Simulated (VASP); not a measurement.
# C (Fd-3m) in VASP: further runs

Runs on C. Level: LDA. Tasks: single point.

Everything below comes from runs of VASP 6.6.1. Logs are shortened: lines on timing, memory, paths and dates and some standing lists are left out, and cuts for length are marked.

## 1. The cell of the first run

It takes space group Fd-3m (No. 227, cubic). The conventional cell has a = 3.567 Å, b = 3.567 Å, c = 3.567 Å, α = 90.00°, β = 90.00°, γ = 90.00°. Within 2.1 Å of C (site symmetry -43m) lie 4 C at 1.54 Å.

## 2. Single point, LDA

Input file INCAR:

```
SYSTEM = C
ALGO = Normal
EDIFF = 1E-7
ENCUT = 520
GGA = CA
ISIF = 2
ISMEAR = 0
LASPH = .TRUE.
LCHARG = .FALSE.
LREAL = .FALSE.
LWAVE = .FALSE.
NBANDS = 36
NELM = 60
PREC = Accurate
SIGMA = 0.05
```

Input file KPOINTS:

```
k-points
0
G
  10 10 2
  0 0 0
```

Input file POSCAR:

```
C
1.0
    1.7834000000     -1.7834000000      0.0000000000
    1.7834000000      0.0000000000     -1.7834000000
    7.1336000000      7.1336000000      7.1336000000
C
12
Direct
    0.6666666667      0.6666666667      0.4166666667
    0.0000000000      0.0000000000      0.2500000000
    0.3333333333      0.3333333333      0.5833333333
    0.6666666667      0.6666666667      0.9166666667
    1.0000000000      1.0000000000      0.7500000000
    0.3333333333      0.3333333333      0.0833333333
    0.6666666667      0.6666666667      0.5416666667
    1.0000000000      1.0000000000      0.3750000000
    0.3333333333      0.3333333333      0.7083333333
    0.6666666667      0.6666666667      0.0416666667
    0.0000000000      0.0000000000      0.8750000000
    0.3333333333      0.3333333333      0.2083333333
```

Potentials or basis: VASP PAW LDA potentials, release 64 (C).

Started as:

```console
$ cat potpaw_LDA.64/C/POTCAR > POTCAR
$ mpirun -np 1 vasp_std > vasp.out
```

OUTCAR:

```text
SYSTEM = C
   EDIFF = 1E-7
   ENCUT = 520
   GGA = CA
   ISIF = 2
   ISMEAR = 0
   LASPH = .TRUE.
   LREAL = .FALSE.
   NELM = 60
   PREC = Accurate

 ion  position               nearest neighbor table
   1  0.667  0.667  0.417-   8 1.54   7 1.54   8 1.54   8 1.54
   2  0.000  0.000  0.250-  12 1.54   8 1.54  12 1.54  12 1.54
   3  0.333  0.333  0.583-   7 1.54   7 1.54   7 1.54   9 1.54
   4  0.667  0.667  0.917-  11 1.54  10 1.54  11 1.54  11 1.54
   5  0.000  0.000  0.750-   9 1.54  11 1.54   9 1.54   9 1.54
   6  0.333  0.333  0.083-  10 1.54  10 1.54  10 1.54  12 1.54
   7  0.667  0.667  0.542-   3 1.54   3 1.54   1 1.54   3 1.54
   8  0.000  0.000  0.375-   1 1.54   2 1.54   1 1.54   1 1.54
   9  0.333  0.333  0.708-   5 1.54   3 1.54   5 1.54   5 1.54
  10  0.667  0.667  0.042-   6 1.54   6 1.54   4 1.54   6 1.54
  11  0.000  0.000  0.875-   4 1.54   5 1.54   4 1.54   4 1.54
  12  0.333  0.333  0.208-   2 1.54   6 1.54   2 1.54   2 1.54

  LATTYP: Found a hexagonal cell.
 ALAT       =     2.5221084671
 C/A-ratio  =     4.8989794856

  Lattice vectors:

 A1 = (  -1.7834000000,   0.0000000000,   1.7834000000)
 A2 = (   1.7834000000,  -1.7834000000,   0.0000000000)
 A3 = (   7.1336000000,   7.1336000000,   7.1336000000)

Analysis of symmetry for initial positions (statically):
=====================================================================
 Subroutine PRICEL returns following result:

  LATTYP: Found a face centered cubic cell.
 ALAT       =     3.5668000005

  Lattice vectors:

 A1 = (  -1.7834000004,  -1.7834000002,  -0.0000000002)
 A2 = (  -0.0000000011,  -1.7834000005,   1.7833999995)
 A3 = (  -1.7834000000,   0.0000000000,   1.7834000000)

   6 primitive cells build up your supercell.

 Routine SETGRP: Setting up the symmetry group for a
 hexagonal supercell.

 Subroutine GETGRP returns: Found 12 space group operations
 (whereof  6 operations were pure point group operations)
 out of a pool of 24 trial point group operations.

The static configuration has the point symmetry C_3v.
 The point group associated with its full space group is D_3d.

Analysis of symmetry for dynamics (positions and initial velocities):
=====================================================================
[... 128 lines left out ...]
   ISYM   =      2    0-nonsym 1-usesym 2-fastsym
   POTIM  = 0.5000    time-step for ionic-motion
   TEBEG  =    0.0;   TEEND  =   0.0 temperature during run
   PSTRESS=    0.0 pullay stress
   NELECT =      48.0000    total number of electrons
   NUPDOWN=      -1.0000    fix difference up-down
   EMIN   =  10.00;   EMAX   =-10.00  energy-range for DOS
   EFERMI =   0.00;   METHOD = LEGACY
   ISMEAR =     0;   SIGMA  =   0.05  broadening in eV -4-tet -1-fermi 0-gaus
   EFERMI_NEDOS =   21; number of points for ismear=-14 and -15
   IALGO  =     38    algorithm
   IMIX   =      4    mixing-type and parameters
     AMIX     =   0.40;   BMIX     =  1.00
     AMIX_MAG =   1.60;   BMIX_MAG =  1.00
  volume/ion in A,a.u.               =       5.67        38.28
  Fermi-wavevector in a.u.,A,eV,Ry     =   1.457178  2.753668 28.890189  2.123369
  Thomas-Fermi vector in A             =   2.574010
   LORBIT       =      0    0 simple, 1 ext, 2 COOP (PROOUT), +10 PAW based schemes
   GGA     = CA    functional components
   LHFCALC =     F    Hartree Fock is set to
   AEXX    =    0.0000 exact exchange contribution
   IVDW    =     0    specifies the selected vdW correction
   LEPSILON=     F    determine dielectric tensor
   LRPA    =     F    only Hartree local field effects (RPA)
 non-spin polarized calculation
 Gauss-broadening in eV      SIGMA  =   0.05
  energy-cutoff  :      520.00
  volume of cell :       68.07
 maximum number of plane-waves:      1860
   NGX =  9   NGY =  9   NGZ = 45

 number of electron      47.9999994 magnetization

 Free energy of the ion-electron system (eV)
  ---------------------------------------------------
  ext. energy  EPLUGINS =         0.00000000
  ---------------------------------------------------
  free energy    TOTEN  =      -121.41110637 eV

  energy without entropy =     -121.41110637  energy(sigma->0) =     -121.41110637

 E-fermi :  10.0166     XC(G=0): -13.4994

 val. band max:        9.7231117047   @ k =   0.0000   0.0000   0.0000
 cond. band min:      13.8629031981   @ k =   0.4000   0.0000   0.5000
 fundamental gap:      4.1397914934
 Fermi energy:        10.0166105926

 k-point     1 :       0.0000    0.0000    0.0000
  band No.  band energies     occupation
      1     -11.5950      2.00000
      2     -10.8285      2.00000
      3     -10.8284      2.00000
      4      -8.5765      2.00000
      5      -8.5765      2.00000
      6      -5.7537      2.00000
[... 925 lines left out ...]
     35      19.7309      0.00000
     36      20.1818      0.00000

 [... further k-points ...]

------------------------ aborting loop because EDIFF is reached ----------------------------------------

  FORCE on cell =-STRESS in cart. coord.  units (eV):
  Direction    XX          YY          ZZ          XY          YZ          ZX
  --------------------------------------------------------------------------------------
  -------------------------------------------------------------------------------------
  Total       -4.9519394     -4.9519394     -4.9519394     -0.0017800     -0.0017800     -0.0017800
  in kB     -116.5623711   -116.5623711   -116.5623711     -0.0418978     -0.0418978     -0.0418978
  external PRESSURE =    -116.5623711 kB  Pullay stress =       0.0000000 kB

 VOLUME and BASIS-vectors are now :
 -----------------------------------------------------------------------------
  energy-cutoff  :      520.00
  volume of cell :       68.07
      direct lattice vectors                 reciprocal lattice vectors
     1.783400000 -1.783400000  0.000000000     0.186908901 -0.373817801  0.186908901
     1.783400000  0.000000000 -1.783400000     0.186908901  0.186908901 -0.373817801
     7.133600000  7.133600000  7.133600000     0.046727225  0.046727225  0.046727225

 POSITION                                       TOTAL-FORCE (eV/Angst)
 -----------------------------------------------------------------------------------
      5.35020      1.78340      1.78340         0.000025      0.000025      0.000025
      1.78340      1.78340      1.78340         0.000025      0.000025      0.000025
      5.35020      3.56680      3.56680         0.000025      0.000025      0.000025
      8.91700      5.35020      5.35020         0.000025      0.000025      0.000025
      5.35020      5.35020      5.35020         0.000025      0.000025      0.000025
      1.78340     -0.00000     -0.00000         0.000025      0.000025      0.000025
      6.24190      2.67510      2.67510        -0.000025     -0.000025     -0.000025
      2.67510      2.67510      2.67510        -0.000025     -0.000025     -0.000025
      6.24190      4.45850      4.45850        -0.000025     -0.000025     -0.000025
      2.67510     -0.89170     -0.89170        -0.000025     -0.000025     -0.000025
      6.24190      6.24190      6.24190        -0.000025     -0.000025     -0.000025
      2.67510      0.89170      0.89170        -0.000025     -0.000025     -0.000025
 -----------------------------------------------------------------------------------
    total drift:                               -0.000000     -0.000000     -0.000000

  FREE ENERGIE OF THE ION-ELECTRON SYSTEM (eV)
  ---------------------------------------------------
  free  energy   TOTEN  =      -121.4111063686 eV

  energy  without entropy=     -121.4111063686  energy(sigma->0) =     -121.41110637
```

OSZICAR:

```text
N       E                     dE             d eps       ncg     rms          rms(c)
DAV:   1     0.110113320900E+03    0.11011E+03   -0.25410E+04  2016   0.131E+03
DAV:   2    -0.117644249615E+03   -0.22776E+03   -0.21642E+03  2644   0.253E+02
DAV:   3    -0.126121318895E+03   -0.84771E+01   -0.84228E+01  2680   0.452E+01
DAV:   4    -0.126220349127E+03   -0.99030E-01   -0.98784E-01  2672   0.534E+00
DAV:   5    -0.126222450052E+03   -0.21009E-02   -0.20997E-02  2552   0.728E-01    0.139E+01
DAV:   6    -0.122657391839E+03    0.35651E+01   -0.24782E+00  2360   0.714E+00    0.808E+00
DAV:   7    -0.121417617892E+03    0.12398E+01   -0.30694E+00  2356   0.809E+00    0.163E+00
DAV:   8    -0.121411177945E+03    0.64399E-02   -0.90675E-02  2548   0.142E+00    0.805E-02
DAV:   9    -0.121411092644E+03    0.85301E-04   -0.98193E-04  2500   0.166E-01    0.333E-02
DAV:  10    -0.121411107005E+03   -0.14361E-04   -0.31968E-05  2536   0.284E-02    0.119E-02
DAV:  11    -0.121411106425E+03    0.58024E-06   -0.12953E-06  2556   0.557E-03    0.131E-03
DAV:  12    -0.121411106369E+03    0.55991E-07   -0.42267E-08  1920   0.112E-03
   1 F= -.12141111E+03 E0= -.12141111E+03  d E =-.458827E-18
```

Run time: 27 s. Hardware: 1 thread of Intel Xeon 6975P-C (Granite Rapids), shared host; peak memory 0.17 GiB.

What came out:

| Item | Value |
| --- | --- |
| Free energy | -121.4111 eV |
| Pressure | -11.7 GPa |
| Band gap on the k mesh | 4.14 eV |

Levels at points of the mesh, in eV from the valence-band top:
| k point | band 22 | band 23 | band 24 | band 25 | band 26 | band 27 |
| --- | --- | --- | --- | --- | --- | --- |
| (0.00, 0.00, 0.00) | 0.00 | 0.00 | 0.00 | 5.54 | 5.54 | 5.54 |
| (0.50, 0.00, 0.00) | -3.96 | -2.79 | -2.79 | 4.71 | 4.71 | 5.21 |
| (0.00, 0.00, 0.50) | -0.32 | -0.32 | -0.32 | 5.96 | 5.96 | 5.96 |
| (0.50, 0.00, 0.50) | -3.42 | -3.14 | -3.14 | 4.72 | 4.72 | 5.84 |

A k mesh can miss the band edges.

[end of part 1 of 2]
